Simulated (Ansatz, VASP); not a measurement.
Given: the input of a run of VASP 6.6.1 on WS2.

Contents of INCAR:

```
PREC = Accurate ; ENCUT = 520
EDIFF = 1E-6 ; ISMEAR = -1
SIGMA = 0.05 ; LREAL = False
LASPH = True ; NELM = 60
ALGO = Normal ; ISIF = 2
LWAVE = False ; LCHARG = False
GGA = PE ; NBANDS = 35
```

KPOINTS

```
Automatic mesh
0
Gamma
  8 8 2
```

Contents of POSCAR:

```
WS2
1.0
    3.1800000000      0.0000000000      0.0000000000
   -1.5900000000      2.7539607840      0.0000000000
    0.0000000000      0.0000000000     12.0000000000
W S
2 4
Direct
    0.6666666667      0.3333333333      0.7500000000
    0.3333333333      0.6666666667      0.2500000000
    0.6666666667      0.3333333333      0.3750000000
    0.3333333333      0.6666666667      0.8750000000
    0.6666666667      0.3333333333      0.1250000000
    0.3333333333      0.6666666667      0.6250000000
```

Potentials or basis: VASP PAW PBE potentials, release 64 (W_sv, S).

Launch:

```bash
$ cat potpaw_PBE.64/W_sv/POTCAR potpaw_PBE.64/S/POTCAR > POTCAR
$ mpirun -np 1 vasp_std > vasp.out
```

Problem. Translate it to Ansatz 0.2.0. Potentials there: Ansatz PAW.

Solution. As run (the cutoff follows the program's own potentials):

The input input.yaml:

```yaml
crystal:
  lattice:
    - [3.18, 0.0, 0.0]
    - [-1.59, 2.753960784, 0.0]
    - [0.0, 0.0, 12.0]
  atoms:
    - { symbol: W, position: [0.6666666667, 0.3333333333, 0.75] }
    - { symbol: W, position: [0.3333333333, 0.6666666667, 0.25] }
    - { symbol: S, position: [0.6666666667, 0.3333333333, 0.375] }
    - { symbol: S, position: [0.3333333333, 0.6666666667, 0.875] }
    - { symbol: S, position: [0.6666666667, 0.3333333333, 0.125] }
    - { symbol: S, position: [0.3333333333, 0.6666666667, 0.625] }
hamiltonian:
  xc: pbe
  pseudopotentials: { kind: paw }
kpoints:
  mp_grid: { grid: [8, 8, 2] }
scf:
  occupations: { method: fermi_dirac, width: 0.05 }
output:
  forces: true
  stress: true
  eigenvalues: true
```

Potentials or basis: Ansatz PAW.

Command:

```console
$ ansatz run input.yaml --threads 2 --pin off --max-ram 5632MiB --backend cpu --events-out ev --progress --plain --runs-dir out
```

Both were run:

|  | VASP | Ansatz | Ansatz less VASP |
| --- | --- | --- | --- |
| gap on the k mesh at the Fermi level (eV) | 0.92 | 0.90 | -0.024 |
| least direct gap on the mesh (eV) | 1.94 | 1.92 | -0.016 |
| pressure (GPa) | 10.0 | 10.0 | +0.04 |
| traceless stress, the component that is largest in VASP (GPa) | 6.78 | 6.79 | +0.001 |
| rms of the force components (eV/Å) | 0.675 | 0.674 | -0.0005 |

Atom by atom the forces differ by 0.001 eV/Å (rms over components). The functional is the same, so the differences come from potentials, cutoffs and numerics.

Neither program's run includes spin-orbit coupling.
